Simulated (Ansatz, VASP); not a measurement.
Si2N: VASP beside Ansatz

```
Si N
1.0
     6.63726    0.00000    0.00000
     0.00000    6.63726    0.00000
     0.00000    0.00000    2.54573
Si N
4 2
Direct
  0.35617 0.35617 0.00000
  0.64383 0.64383 0.00000
  0.85617 0.14383 0.50000
  0.14383 0.85617 0.50000
  0.00000 0.00000 0.00000
  0.50000 0.50000 0.50000
```

Alike in both runs: functional r2SCAN; k mesh 6 × 6 × 8; occupations gaussian, width 0.1 eV; no spin polarisation.

Ansatz relaxed the structure, and its values are those at the end. VASP's run is a single point on that final structure, the one shown.

|  | VASP | Ansatz |
| --- | --- | --- |
| version | VASP 6.6.1 | Ansatz 0.2.0 |
| potentials or method | VASP PAW PBE potentials, release 64 (Si, N), cutoff 520 eV | scalar-relativistic, plane waves, PAW |
| valence electrons in the cell | 26 | 26 |

```tsv
	VASP	Ansatz	Ansatz less VASP
gap on the k mesh at the Fermi level (eV)	none	none	-
pressure (GPa)	0.2	0.2	0.00
rms of the force components (eV/Å)	0.008	0.001	-0.0077
```

VASP's potentials were made for PBE, not for r2SCAN. A gap of «none» marks a metal or a gap that the smearing closes.
